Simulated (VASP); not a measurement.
# Rh (P6_3/mmc) in VASP: further runs

Runs on Rh. Level: LDA. Tasks: single point.

Program: VASP 6.6.1. These are calculated values, not measurements. Logs are shortened: lines on timing, memory, paths and dates and some standing lists are left out, and cuts for length are marked.

## Step 1: The cell of the first run

It takes space group P6_3/mmc (No. 194, hexagonal). Conventional cell: a = 2.776 Å, b = 2.776 Å, c = 4.501 Å, α = 90.00°, β = 90.00°, γ = 120.00°. Within 3.6 Å of Rh (site symmetry -6m2) lie 12 Rh at 2.76 to 2.78 Å.

## Step 2: Single point, LDA

The input, INCAR:

```
  ALGO = Normal
  EDIFF = 1E-6
  ENCUT = 520
  GGA = CA
  ISIF = 2
  ISMEAR = -1
  LASPH = True
  LCHARG = True
  LELF = True
  LREAL = False
  LVHAR = True
  LWAVE = False
  NBANDS = 22
  NELM = 60
  PREC = Accurate
  SIGMA = 0.1
```

The input, KPOINTS:

```
k-points
0
Gamma
  12 12 7
```

The input, POSCAR:

```
Rh
1.0
    2.7757571061      0.0000000000      0.0000000000
   -1.3878790613      2.4038759743      0.0000000000
    0.0000000000      0.0000000000      4.5011000858
Rh
2
Direct
    0.6666666667      0.3333333333      0.7500000000
    0.3333333333      0.6666666667      0.2500000000
```

Potentials or basis: VASP PAW LDA potentials, release 64 (Rh_pv).

Started as:

```
> cat potpaw_LDA.64/Rh_pv/POTCAR > POTCAR
> mpirun -np 1 vasp_std > vasp.out
```

OUTCAR:

```text
EDIFF = 1E-6
   ENCUT = 520
   GGA = CA
   ISIF = 2
   ISMEAR = -1
   LASPH = True
   LREAL = False
   NELM = 60
   PREC = Accurate

 ion  position               nearest neighbor table
   1  0.667  0.333  0.750-   2 2.76   2 2.76   2 2.76   2 2.76   2 2.76   2 2.76
   2  0.333  0.667  0.250-   1 2.76   1 2.76   1 2.76   1 2.76   1 2.76   1 2.76

  LATTYP: Found a hexagonal cell.
 ALAT       =     2.7757571061
 C/A-ratio  =     1.6215756328

  Lattice vectors:

 A1 = (   2.7757571061,   0.0000000000,   0.0000000000)
 A2 = (  -1.3878790613,   2.4038759743,   0.0000000000)
 A3 = (   0.0000000000,   0.0000000000,   4.5011000858)

Analysis of symmetry for initial positions (statically):
=====================================================================
 Subroutine PRICEL returns:
 Original cell was already a primitive cell.

 Routine SETGRP: Setting up the symmetry group for a
 hexagonal supercell.

 Subroutine GETGRP returns: Found 24 space group operations
 (whereof 12 operations were pure point group operations)
 out of a pool of 24 trial point group operations.

The static configuration has the point symmetry D_3d.
 The point group associated with its full space group is D_6h.

Analysis of symmetry for dynamics (positions and initial velocities):
=====================================================================
 Subroutine PRICEL returns:
 Original cell was already a primitive cell.

 Routine SETGRP: Setting up the symmetry group for a
 hexagonal supercell.

 Subroutine GETGRP returns: Found 24 space group operations
 (whereof 12 operations were pure point group operations)
 out of a pool of 24 trial point group operations.

The dynamic configuration has the point symmetry D_3d.
 The point group associated with its full space group is D_6h.

 Subroutine INISYM returns: Found 24 space group operations
 (whereof 12 operations are pure point group operations),
 and found     1 'primitive' translations

----------------------------------------------------------------------------------------

                                     Primitive cell

  volume of cell :      30.0339

  direct lattice vectors                    reciprocal lattice vectors
     2.775757106  0.000000000  0.000000000     0.360262070  0.207997496  0.000000000
    -1.387879061  2.403875974  0.000000000     0.000000000  0.415994839  0.000000000
     0.000000000  0.000000000  4.501100086     0.000000000  0.000000000  0.222167910

  length of vectors
     2.775757106  2.775757192  4.501100086     0.415994852  0.415994839  0.222167910

  position of ions in fractional coordinates (direct lattice)
     0.666666667  0.333333333  0.750000000
     0.333333333  0.666666667  0.250000000

  ion indices of the primitive-cell ions
   primitive index   ion index
                 1           1
                 2           2

----------------------------------------------------------------------------------------

 KPOINTS: k-points

Automatic generation of k-mesh.
 Grid dimensions read from file:
 generate k-points for:   12   12    7

 Generating k-lattice:

  Cartesian coordinates                     Fractional coordinates (reciprocal lattice)
     0.030021839  0.017333125  0.000000000     0.083333333  0.000000000  0.000000000
     0.000000000  0.034666237  0.000000000     0.000000000  0.083333333  0.000000000
     0.000000000  0.000000000  0.031738273     0.000000000  0.000000000  0.142857143

  Length of vectors
     0.034666238  0.034666237  0.031738273

  Shift w.r.t. Gamma in fractional coordinates (k-lattice)
     0.000000000  0.000000000  0.000000000

 Subroutine IBZKPT returns following result:
 ===========================================

 Found     76 irreducible k-points:

 Following reciprocal coordinates:
            Coordinates               Weight
  0.000000  0.000000  0.000000      1.000000
  0.083333  0.000000  0.000000      6.000000
  0.166667  0.000000  0.000000      6.000000
  0.250000  0.000000  0.000000      6.000000
  0.333333  0.000000  0.000000      6.000000
  0.416667 -0.000000  0.000000      6.000000
[... 16 lines left out ...]
  0.250000  0.000000  0.142857     12.000000
  0.333333  0.000000  0.142857     12.000000
 [... further k-points ...]
   k-points           NKPTS =     76   k-points in BZ     NKDIM =     76   number of bands    NBANDS=     22
   number of dos      NEDOS =    301   number of ions     NIONS =      2
   total plane-waves  NPLWV =  20736
   dimension x,y,z NGX =    24 NGY =   24 NGZ =   36
   dimension x,y,z NGXF=    48 NGYF=   48 NGZF=   72
   ions per type =               2
   NGX,Y,Z   is equivalent  to a cutoff of  14.37, 14.37, 13.30 a.u.
   NGXF,Y,Z  is equivalent  to a cutoff of  28.75, 28.75, 26.59 a.u.
 SYSTEM =  unknown system
   PREC   = accura    normal or accurate (medium, high low for compatibility)
   ISTART =      0    job   : 0-new  1-cont  2-samecut
   ICHARG =      2    charge: 1-file 2-atom 10-const
   ISPIN  =      1    spin polarized calculation?
   LNONCOLLINEAR =      F non collinear calculations
   LSORBIT =      F    spin-orbit coupling
   LASPH  =      T    aspherical Exc in radial PAW
   ENCUT  =  520.0 eV  38.22 Ry    6.18 a.u.   5.16  5.16  8.37*2*pi/ulx,y,z
   NELM   =     60;   NELMIN=  2; NELMDL= -5     # of ELM steps
   EDIFF  = 0.1E-05   stopping-criterion for ELM
   LREAL  =      F    real-space projection
   EDIFFG = 0.1E-04   stopping-criterion for IOM
   NSW    =      0    number of steps for IOM
   IBRION =     -1    ionic relax: 0-MD 1-quasi-New 2-CG
   NFREE  =      0    steps in history (QN), initial steepest desc. (CG)
   ISIF   =      2    stress and relaxation
   ISYM   =      2    0-nonsym 1-usesym 2-fastsym
   POTIM  = 0.5000    time-step for ionic-motion
   TEBEG  =    0.0;   TEEND  =   0.0 temperature during run
   PSTRESS=    0.0 pullay stress
   NELECT =      30.0000    total number of electrons
   NUPDOWN=      -1.0000    fix difference up-down
   EMIN   =  10.00;   EMAX   =-10.00  energy-range for DOS
   EFERMI =   0.00;   METHOD = LEGACY
   ISMEAR =    -1;   SIGMA  =   0.10  broadening in eV -4-tet -1-fermi 0-gaus
   EFERMI_NEDOS =   21; number of points for ismear=-14 and -15
   IALGO  =     38    algorithm
   IMIX   =      4    mixing-type and parameters
     AMIX     =   0.40;   BMIX     =  1.00
     AMIX_MAG =   1.60;   BMIX_MAG =  1.00
  volume/ion in A,a.u.               =      15.02       101.34
  Fermi-wavevector in a.u.,A,eV,Ry     =   1.636482  3.092502 36.437392  2.678073
  Thomas-Fermi vector in A             =   2.727781
   LORBIT       =      0    0 simple, 1 ext, 2 COOP (PROOUT), +10 PAW based schemes
   GGA     = CA    functional components
   LHFCALC =     F    Hartree Fock is set to
   AEXX    =    0.0000 exact exchange contribution
   IVDW    =     0    specifies the selected vdW correction
   LEPSILON=     F    determine dielectric tensor
   LRPA    =     F    only Hartree local field effects (RPA)
 non-spin polarized calculation
  energy-cutoff  :      520.00
  volume of cell :       30.03
 maximum number of plane-waves:       823
 NGX is ok and might be reduce to    24
   NGX = 11   NGY = 11   NGZ = 17

 number of electron      30.0000001 magnetization

 Free energy of the ion-electron system (eV)
  ---------------------------------------------------
  ext. energy  EPLUGINS =         0.00000000
  ---------------------------------------------------
  free energy    TOTEN  =       -17.01322067 eV

  energy without entropy =      -16.88936065  energy(sigma->0) =      -16.95129066

 E-fermi :  10.2193     XC(G=0): -13.7952

 val. band max:       10.2000347694   @ k =   0.3333   0.3333   0.1429
 cond. band min:      10.2208879155   @ k =   0.1667   0.0833   0.4286
 fundamental gap:      0.0208531461
 Fermi energy:        10.2192659879

 k-point     1 :       0.0000    0.0000    0.0000
  band No.  band energies     occupation
      1     -36.4150      2.00000
      2     -35.9234      2.00000
      3     -35.9234      2.00000
      4     -35.8572      2.00000
      5     -35.8430      2.00000
      6     -35.8430      2.00000
[... 14 lines left out ...]
     21      28.1472      0.00000
     22      28.6979      0.00000

 k-point     2 :       0.0833    0.0000    0.0000
  band No.  band energies     occupation
      1     -36.4030      2.00000
      2     -35.9507      2.00000
      3     -35.9323      2.00000
      4     -35.8714      2.00000
      5     -35.8622      2.00000
      6     -35.8476      2.00000
[... 14 lines left out ...]
     21      28.3969      0.00000
     22      28.6794      0.00000

 k-point     3 :       0.1667    0.0000    0.0000
  band No.  band energies     occupation
      1     -36.3687      2.00000
      2     -36.0254      2.00000
      3     -35.9560      2.00000
      4     -35.9478      2.00000
      5     -35.8774      2.00000
      6     -35.8604      2.00000
[... 14 lines left out ...]
     21      28.2994      0.00000
     22      28.3336      0.00000

 k-point     4 :       0.2500    0.0000    0.0000
  band No.  band energies     occupation
      1     -36.3173      2.00000
      2     -36.1277      2.00000
      3     -36.0500      2.00000
      4     -35.9873      2.00000
      5     -35.9027      2.00000
      6     -35.8787      2.00000
[... 14 lines left out ...]
     21      26.3074      0.00000
     22      27.2851      0.00000

 k-point     5 :       0.3333    0.0000    0.0000
  band No.  band energies     occupation
      1     -36.2568      2.00000
      2     -36.2302      2.00000
      3     -36.1495      2.00000
      4     -36.0178      2.00000
      5     -35.9369      2.00000
      6     -35.8977      2.00000
[... 14 lines left out ...]
     21      24.5236      0.00000
     22      25.8169      0.00000

 k-point     6 :       0.4167   -0.0000    0.0000
  band No.  band energies     occupation
      1     -36.3053      2.00000
      2     -36.2210      2.00000
      3     -36.2008      2.00000
      4     -36.0397      2.00000
      5     -35.9737      2.00000
      6     -35.9119      2.00000
[... 14 lines left out ...]
     21      23.2336      0.00000
     22      24.6175      0.00000

 k-point     7 :       0.5000    0.0000    0.0000
  band No.  band energies     occupation
      1     -36.3328      2.00000
      2     -36.2469      2.00000
      3     -36.1745      2.00000
      4     -36.0476      2.00000
      5     -35.9930      2.00000
      6     -35.9171      2.00000
[... 324 lines left out ...]
      6     -35.8470      2.00000
[... 14 lines left out ...]
     21      28.2314      0.00000
     22      28.6084      0.00000

 k-point    21 :       0.0833    0.0000    0.1429
  band No.  band energies     occupation
      1     -36.3776      2.00000
      2     -35.9461      2.00000
      3     -35.9281      2.00000
      4     -35.9019      2.00000
      5     -35.8632      2.00000
      6     -35.8518      2.00000
[... 14 lines left out ...]
     21      28.3050      0.00000
     22      28.7611      0.00000

 k-point    22 :       0.1667    0.0000    0.1429
  band No.  band energies     occupation
      1     -36.3484      2.00000
      2     -36.0186      2.00000
      3     -35.9686      2.00000
      4     -35.9512      2.00000
      5     -35.8847      2.00000
      6     -35.8651      2.00000
[... 14 lines left out ...]
     21      27.8330      0.00000
     22      28.4077      0.00000

 k-point    23 :       0.2500    0.0000    0.1429
  band No.  band energies     occupation
      1     -36.3088      2.00000
      2     -36.1142      2.00000
      3     -36.0671      2.00000
      4     -35.9820      2.00000
      5     -35.9079      2.00000
      6     -35.8841      2.00000
[... 14 lines left out ...]
     21      26.5878      0.00000
     22      26.9580      0.00000

 k-point    24 :       0.3333    0.0000    0.1429
  band No.  band energies     occupation
      1     -36.2899      2.00000
      2     -36.1889      2.00000
      3     -36.1571      2.00000
      4     -36.0119      2.00000
      5     -35.9374      2.00000
      6     -35.9037      2.00000
[... 14 lines left out ...]
     21      24.8722      0.00000
     22      25.2796      0.00000

 [... further k-points ...]

------------------------ aborting loop because EDIFF is reached ----------------------------------------

  FORCE on cell =-STRESS in cart. coord.  units (eV):
  Direction    XX          YY          ZZ          XY          YZ          ZX
  --------------------------------------------------------------------------------------
  -------------------------------------------------------------------------------------
  Total       -5.0107240     -5.0107231     -5.3207360      0.0000011      0.0000000      0.0000000
  in kB     -267.2999470   -267.2999038   -283.8377181      0.0000565      0.0000000      0.0000000
  external PRESSURE =    -272.8125229 kB  Pullay stress =       0.0000000 kB

 VOLUME and BASIS-vectors are now :
 -----------------------------------------------------------------------------
  energy-cutoff  :      520.00
  volume of cell :       30.03
      direct lattice vectors                 reciprocal lattice vectors
     2.775757106  0.000000000  0.000000000     0.360262070  0.207997496  0.000000000
    -1.387879061  2.403875974  0.000000000     0.000000000  0.415994839  0.000000000
     0.000000000  0.000000000  4.501100086     0.000000000  0.000000000  0.222167910

 POSITION                                       TOTAL-FORCE (eV/Angst)
 -----------------------------------------------------------------------------------
      1.38788      0.80129      3.37583         0.000000     -0.000000      0.000000
     -0.00000      1.60258      1.12528        -0.000000      0.000000      0.000000
 -----------------------------------------------------------------------------------
    total drift:                               -0.000000      0.000000     -0.000000

  FREE ENERGIE OF THE ION-ELECTRON SYSTEM (eV)
  ---------------------------------------------------
  free  energy   TOTEN  =       -17.0132206693 eV

  energy  without entropy=      -16.8893606482  energy(sigma->0) =      -16.95129066
```

Run time: 14 s. Hardware: 1 thread of Intel Xeon 6975P-C (Granite Rapids), shared host; peak memory 0.16 GiB.

Results:

| Item | Value |
| --- | --- |
| Free energy | -17.0132 eV |
| Pressure | -27.3 GPa |
| Band gap on the k mesh | zero (band 15 reaches 10.77 eV, above the bottom of band 16 at 8.67 eV) |

Levels at points of the mesh, in eV from the Fermi level:
```
           k point  band 11  band 12  band 13  band 14  band 15  band 16  band 17  band 18  band 19  band 20
(0.00, 0.00, 0.00)    -2.65    -2.20    -2.20    -1.65    -1.65     0.14     0.14     0.78     7.71    15.86
(0.50, 0.00, 0.00)    -2.38    -1.98    -1.89     0.39     0.55     0.65     2.78     4.69     9.62    10.09
```

[end of part 1 of 2]
